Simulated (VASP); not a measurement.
# La (P6_3/mmc) in VASP: further runs

La is run at these levels: PBE; tasks: single point.

All numbers are computed with VASP 6.6.1; they aren't measurements. Logs are shortened: lines on timing, memory, paths and dates and some standing lists are left out, and cuts for length are marked.

**1. The cell of the first run**

The structure is hexagonal, space group P6_3/mmc (No. 194). Conventional cell: a = 3.446 Å, b = 3.446 Å, c = 5.717 Å, α = 90.00°, β = 90.00°, γ = 120.00°. La (site symmetry -6m2) has 12 La at 3.45 to 3.48 Å within 4.5 Å.

**2. Single point, PBE (29.39 Å³/atom)**

The input, INCAR:

```
SYSTEM = La
PREC = Accurate ; ENCUT = 520
EDIFF = 1E-7 ; ISMEAR = -1
SIGMA = 0.08 ; LREAL = .False.
LASPH = .True. ; NELM = 80
ALGO = Normal ; ISIF = 2
LWAVE = .False. ; LCHARG = .False.
GGA = PE ; NBANDS = 18
```

The input, KPOINTS:

```
Automatic mesh
0
Gamma
  13 13 7
  0 0 0
```

The input, POSCAR:

```
La
1.0
    3.4457976168      0.0000000000      0.0000000000
   -1.7228988084      2.9841482725      0.0000000000
    0.0000000000      0.0000000000      5.7168214230
La
2
Direct
    0.3333333333      0.6666666667      0.2500000000
    0.6666666667      0.3333333333      0.7500000000
```

Potentials or basis: VASP PAW PBE potentials, release 64 (La).

Run with:

```bash
$ cat potpaw_PBE.64/La/POTCAR > POTCAR
$ mpirun -np 1 vasp_std > vasp.out
```

OUTCAR:

```text
SYSTEM = La
   PREC = Accurate
   ENCUT = 520
   EDIFF = 1E-7
   ISMEAR = -1
   LREAL = .False.
   LASPH = .True.
   NELM = 80
   ISIF = 2
   GGA = PE

 ion  position               nearest neighbor table
   1  0.333  0.667  0.250-   2 3.48   2 3.48   2 3.48   2 3.48   2 3.48   2 3.48
   2  0.667  0.333  0.750-   1 3.48   1 3.48   1 3.48   1 3.48   1 3.48   1 3.48

  LATTYP: Found a hexagonal cell.
 ALAT       =     3.4457976168
 C/A-ratio  =     1.6590705720

  Lattice vectors:

 A1 = (   3.4457976168,   0.0000000000,   0.0000000000)
 A2 = (  -1.7228988084,   2.9841482725,   0.0000000000)
 A3 = (   0.0000000000,   0.0000000000,   5.7168214230)

Analysis of symmetry for initial positions (statically):
=====================================================================
 Subroutine PRICEL returns:
 Original cell was already a primitive cell.

 Routine SETGRP: Setting up the symmetry group for a
 hexagonal supercell.

 Subroutine GETGRP returns: Found 24 space group operations
 (whereof 12 operations were pure point group operations)
 out of a pool of 24 trial point group operations.

The static configuration has the point symmetry D_3d.
 The point group associated with its full space group is D_6h.

Analysis of symmetry for dynamics (positions and initial velocities):
=====================================================================
 Subroutine PRICEL returns:
 Original cell was already a primitive cell.

 Routine SETGRP: Setting up the symmetry group for a
 hexagonal supercell.

 Subroutine GETGRP returns: Found 24 space group operations
 (whereof 12 operations were pure point group operations)
 out of a pool of 24 trial point group operations.

The dynamic configuration has the point symmetry D_3d.
 The point group associated with its full space group is D_6h.

 Subroutine INISYM returns: Found 24 space group operations
 (whereof 12 operations are pure point group operations),
 and found     1 'primitive' translations

----------------------------------------------------------------------------------------

                                     Primitive cell

  volume of cell :      58.7848

  direct lattice vectors                    reciprocal lattice vectors
     3.445797617  0.000000000  0.000000000     0.290208570  0.167551996  0.000000000
    -1.722898808  2.984148273  0.000000000     0.000000000  0.335103992  0.000000000
     0.000000000  0.000000000  5.716821423     0.000000000  0.000000000  0.174922378

  length of vectors
     3.445797617  3.445797617  5.716821423     0.335103992  0.335103992  0.174922378

  position of ions in fractional coordinates (direct lattice)
     0.333333333  0.666666667  0.250000000
     0.666666667  0.333333333  0.750000000

  ion indices of the primitive-cell ions
   primitive index   ion index
                 1           1
                 2           2

----------------------------------------------------------------------------------------

 KPOINTS: Automatic mesh

Automatic generation of k-mesh.
 Grid dimensions read from file:
 generate k-points for:   13   13    7

 Generating k-lattice:

  Cartesian coordinates                     Fractional coordinates (reciprocal lattice)
     0.022323736  0.012888615  0.000000000     0.076923077  0.000000000  0.000000000
     0.000000000  0.025777230  0.000000000     0.000000000  0.076923077  0.000000000
     0.000000000  0.000000000  0.024988911     0.000000000  0.000000000  0.142857143

  Length of vectors
     0.025777230  0.025777230  0.024988911

  Shift w.r.t. Gamma in fractional coordinates (k-lattice)
     0.000000000  0.000000000  0.000000000

 Subroutine IBZKPT returns following result:
 ===========================================

 Found     84 irreducible k-points:

 Following reciprocal coordinates:
            Coordinates               Weight
  0.000000  0.000000  0.000000      1.000000
  0.076923 -0.000000  0.000000      6.000000
  0.153846 -0.000000  0.000000      6.000000
  0.230769 -0.000000  0.000000      6.000000
  0.307692 -0.000000  0.000000      6.000000
  0.384615 -0.000000  0.000000      6.000000
[... 16 lines left out ...]
  0.076923 -0.000000  0.142857     12.000000
  0.153846 -0.000000  0.142857     12.000000
 [... further k-points ...]
   k-points           NKPTS =     84   k-points in BZ     NKDIM =     84   number of bands    NBANDS=     18
   number of dos      NEDOS =    301   number of ions     NIONS =      2
   total plane-waves  NPLWV =  37632
   dimension x,y,z NGX =    28 NGY =   28 NGZ =   48
   dimension x,y,z NGXF=    56 NGYF=   56 NGZF=   96
   ions per type =               2
   NGX,Y,Z   is equivalent  to a cutoff of  13.51, 13.51, 13.96 a.u.
   NGXF,Y,Z  is equivalent  to a cutoff of  27.02, 27.02, 27.92 a.u.
 SYSTEM =  La
   PREC   = accura    normal or accurate (medium, high low for compatibility)
   ISTART =      0    job   : 0-new  1-cont  2-samecut
   ICHARG =      2    charge: 1-file 2-atom 10-const
   ISPIN  =      1    spin polarized calculation?
   LNONCOLLINEAR =      F non collinear calculations
   LSORBIT =      F    spin-orbit coupling
   LASPH  =      T    aspherical Exc in radial PAW
   ENCUT  =  520.0 eV  38.22 Ry    6.18 a.u.   6.41  6.41 10.63*2*pi/ulx,y,z
   NELM   =     80;   NELMIN=  2; NELMDL= -5     # of ELM steps
   EDIFF  = 0.1E-06   stopping-criterion for ELM
   LREAL  =      F    real-space projection
   EDIFFG = 0.1E-05   stopping-criterion for IOM
   NSW    =      0    number of steps for IOM
   IBRION =     -1    ionic relax: 0-MD 1-quasi-New 2-CG
   NFREE  =      0    steps in history (QN), initial steepest desc. (CG)
   ISIF   =      2    stress and relaxation
   ISYM   =      2    0-nonsym 1-usesym 2-fastsym
   POTIM  = 0.5000    time-step for ionic-motion
   TEBEG  =    0.0;   TEEND  =   0.0 temperature during run
   PSTRESS=    0.0 pullay stress
   NELECT =      22.0000    total number of electrons
   NUPDOWN=      -1.0000    fix difference up-down
   EMIN   =  10.00;   EMAX   =-10.00  energy-range for DOS
   EFERMI =   0.00;   METHOD = LEGACY
   ISMEAR =    -1;   SIGMA  =   0.08  broadening in eV -4-tet -1-fermi 0-gaus
   EFERMI_NEDOS =   21; number of points for ismear=-14 and -15
   IALGO  =     38    algorithm
   IMIX   =      4    mixing-type and parameters
     AMIX     =   0.40;   BMIX     =  1.00
     AMIX_MAG =   1.60;   BMIX_MAG =  1.00
  volume/ion in A,a.u.               =      29.39       198.35
  Fermi-wavevector in a.u.,A,eV,Ry     =   1.179761  2.229425 18.937087  1.391837
  Thomas-Fermi vector in A             =   2.316066
   LORBIT       =      0    0 simple, 1 ext, 2 COOP (PROOUT), +10 PAW based schemes
   GGA     = PE    functional components
   LHFCALC =     F    Hartree Fock is set to
   AEXX    =    0.0000 exact exchange contribution
   IVDW    =     0    specifies the selected vdW correction
   LEPSILON=     F    determine dielectric tensor
   LRPA    =     F    only Hartree local field effects (RPA)
 non-spin polarized calculation
  energy-cutoff  :      520.00
  volume of cell :       58.78
 maximum number of plane-waves:      1607
 NGX is ok and might be reduce to    28
   NGX = 13   NGY = 13   NGZ = 21

 number of electron      21.9999998 magnetization

 Free energy of the ion-electron system (eV)
  ---------------------------------------------------
  ext. energy  EPLUGINS =         0.00000000
  ---------------------------------------------------
  free energy    TOTEN  =        -9.37406716 eV

  energy without entropy =       -9.31224651  energy(sigma->0) =       -9.34315683

 E-fermi :  10.3456     XC(G=0): -10.5548

 val. band max:       10.3358751178   @ k =   0.3077  -0.0000   0.4286
 cond. band min:      10.3625765864   @ k =   0.2308   0.2308   0.1429
 fundamental gap:      0.0267014685
 Fermi energy:        10.3456498447

 k-point     1 :       0.0000    0.0000    0.0000
  band No.  band energies     occupation
      1     -22.3452      2.00000
      2     -21.8955      2.00000
      3      -7.2630      2.00000
      4      -4.9621      2.00000
      5      -4.9621      2.00000
      6      -4.7135      2.00000
[... 10 lines left out ...]
     17      12.3752      0.00000
     18      12.4575      0.00000

 k-point     2 :       0.0769   -0.0000    0.0000
  band No.  band energies     occupation
      1     -22.3219      2.00000
      2     -21.8824      2.00000
      3      -7.2186      2.00000
      4      -5.1045      2.00000
      5      -5.0042      2.00000
      6      -4.7983      2.00000
[... 10 lines left out ...]
     17      12.4299      0.00000
     18      12.4614      0.00000

 k-point     3 :       0.1538   -0.0000    0.0000
  band No.  band energies     occupation
      1     -22.2557      2.00000
      2     -21.8467      2.00000
      3      -7.0893      2.00000
      4      -5.4844      2.00000
      5      -5.1690      2.00000
      6      -5.1144      2.00000
[... 10 lines left out ...]
     17      12.3108      0.00000
     18      12.5342      0.00000

 k-point     4 :       0.2308   -0.0000    0.0000
  band No.  band energies     occupation
      1     -22.1574      2.00000
      2     -21.7983      2.00000
      3      -6.8873      2.00000
      4      -5.9869      2.00000
      5      -5.6480      2.00000
      6      -5.2581      2.00000
[... 375 lines left out ...]
      4      -4.9474      2.00000
      5      -4.9474      2.00000
      6      -4.8666      2.00000
[... 10 lines left out ...]
     17      12.2942      0.00000
     18      12.5957      0.00000

 k-point    23 :       0.0769   -0.0000    0.1429
  band No.  band energies     occupation
      1     -22.3015      2.00000
      2     -21.9057      2.00000
      3      -7.1147      2.00000
      4      -5.0876      2.00000
      5      -4.9884      2.00000
      6      -4.9387      2.00000
[... 10 lines left out ...]
     17      12.3707      0.00000
     18      12.5096      0.00000

 k-point    24 :       0.1538   -0.0000    0.1429
  band No.  band energies     occupation
      1     -22.2366      2.00000
      2     -21.8682      2.00000
      3      -7.0000      2.00000
      4      -5.4604      2.00000
      5      -5.2548      2.00000
      6      -5.0960      2.00000
[... 10 lines left out ...]
     17      12.4347      0.00000
     18      12.5175      0.00000

 [... further k-points ...]

------------------------ aborting loop because EDIFF is reached ----------------------------------------

  FORCE on cell =-STRESS in cart. coord.  units (eV):
  Direction    XX          YY          ZZ          XY          YZ          ZX
  --------------------------------------------------------------------------------------
  -------------------------------------------------------------------------------------
  Total        3.0203913      3.0203913      3.0315774      0.0000000     -0.0000000      0.0000000
  in kB       82.3206892     82.3206892     82.6255682      0.0000000     -0.0000000      0.0000000
  external PRESSURE =      82.4223155 kB  Pullay stress =       0.0000000 kB

 VOLUME and BASIS-vectors are now :
 -----------------------------------------------------------------------------
  energy-cutoff  :      520.00
  volume of cell :       58.78
      direct lattice vectors                 reciprocal lattice vectors
     3.445797617  0.000000000  0.000000000     0.290208570  0.167551996  0.000000000
    -1.722898808  2.984148273  0.000000000     0.000000000  0.335103992  0.000000000
     0.000000000  0.000000000  5.716821423     0.000000000  0.000000000  0.174922378

 POSITION                                       TOTAL-FORCE (eV/Angst)
 -----------------------------------------------------------------------------------
     -0.00000      1.98943      1.42921        -0.000000      0.000000      0.000000
      1.72290      0.99472      4.28762         0.000000     -0.000000      0.000000
 -----------------------------------------------------------------------------------
    total drift:                               -0.000000      0.000000     -0.000000

  FREE ENERGIE OF THE ION-ELECTRON SYSTEM (eV)
  ---------------------------------------------------
  free  energy   TOTEN  =        -9.3740671589 eV

  energy  without entropy=       -9.3122465075  energy(sigma->0) =       -9.34315683
```

It took 5.8 min on 1 thread of Intel Xeon 8259CL, shared host; peak memory 0.25 GiB.

What came out:

- Free energy: -9.3741 eV
- Pressure: 8.2 GPa
- Band gap on the k mesh: zero (bands 11 and 12 overlap by 1.63 eV)

Levels at points of the mesh, in eV from the Fermi level:
```
           k point  band 8  band 9  band 10  band 11  band 12  band 13  band 14  band 15
(0.00, 0.00, 0.00)  -15.00   -2.77    -1.95     1.00     1.50     1.50     1.77     1.88
```

Caveat: the cell stands under pressure; spin-orbit coupling is left out, which moves the levels of the heavy elements.

**3. Single point, PBE**

This run uses another cell than the first one, of 33.16 Å³/atom.

The input, INCAR:

```
SYSTEM = La
PREC = Accurate ; ENCUT = 520
EDIFF = 1E-6 ; ISMEAR = -1
SIGMA = 0.08 ; LREAL = .FALSE.
LASPH = .TRUE. ; NELM = 80
ALGO = Normal ; ISIF = 2
LWAVE = .FALSE. ; LCHARG = .FALSE.
GGA = PE ; NBANDS = 18
```

The input, KPOINTS:

```
regular mesh
0
G
  13 13 7
  0 0 0
```

The input, POSCAR:

```
La
1.0
    3.6022918846      0.0000000000      0.0000000000
   -1.8011459423      3.1196762839      0.0000000000
    0.0000000000      0.0000000000      5.9015274157
La
2
Direct
    0.3333333333      0.6666666667      0.2500000000
    0.6666666667      0.3333333333      0.7500000000
```

Potentials or basis: VASP PAW PBE potentials, release 64 (La).

Run with:

```bash
$ cat potpaw_PBE.64/La/POTCAR > POTCAR
$ mpirun -np 1 vasp_std > vasp.out
```

Wall time 7 min (1 thread of Intel Xeon 8259CL, shared host); peak memory 0.26 GiB.

It converged, with:

| Item | Value |
| --- | --- |
| Free energy | -9.6524 eV |
| Pressure | 3.9 GPa |
| Band gap on the k mesh | zero (bands 11 and 12 overlap by 1.48 eV) |

Levels at points of the mesh, in eV from the Fermi level:
| k point | band 8 | band 9 | band 10 | band 11 | band 12 | band 13 | band 14 | band 15 |
| --- | --- | --- | --- | --- | --- | --- | --- | --- |
| (0.00, 0.00, 0.00) | -15.46 | -3.03 | -1.85 | 1.09 | 1.43 | 1.43 | 1.69 | 1.79 |

Caveat: the cell stands under pressure; spin-orbit coupling is left out, which moves the levels of the heavy elements.

**4. Single point, PBE (33.16 Å³/atom)**

This run uses another cell than the first one, of 33.16 Å³/atom.

The input, INCAR:

```
SYSTEM = La
ALGO = Normal ; EDIFF = 1E-6
ENCUT = 520 ; GGA = PE
ISIF = 2 ; ISMEAR = -1
LASPH = .TRUE. ; LCHARG = .FALSE.
LREAL = .FALSE. ; LWAVE = .FALSE.
NBANDS = 18 ; NELM = 100
PREC = Accurate ; SIGMA = 0.08
```

The input, KPOINTS:

```
k-points
0
G
  13 13 7
  0 0 0
```

The input, POSCAR:

```
La
1.0
    3.6022918846      0.0000000000      0.0000000000
   -1.8011459423      3.1196762840      0.0000000000
    0.0000000000      0.0000000000      5.9015274158
La
2
Direct
    0.3333333333      0.6666666667      0.2500000000
    0.6666666667      0.3333333333      0.7500000000
```

Run with:

```bash
$ cat potpaw_PBE.64/La/POTCAR > POTCAR
$ mpirun -np 1 vasp_std > vasp.out
```

It took 4.5 min on 1 thread of Intel Xeon 8259CL, shared host; peak memory 0.26 GiB.

The run converged. Its results:

| Item | Value |
| --- | --- |
| Free energy | -9.6524 eV |
| Pressure | 3.9 GPa |
| Band gap on the k mesh | zero (bands 11 and 12 overlap by 1.48 eV) |

Levels at points of the mesh, in eV from the Fermi level:
```tsv
k point	band 7	band 8	band 9	band 10	band 11	band 12	band 13	band 14	band 15	band 16
(0.00, 0.00, 0.00)	-15.46	-15.46	-3.03	-1.85	1.09	1.43	1.43	1.69	1.79	1.86
```

Caveat: the cell stands under pressure; spin-orbit coupling is left out, which moves the levels of the heavy elements.

The gap in the log of VASP goes by the Fermi energy; the results here count the filled bands.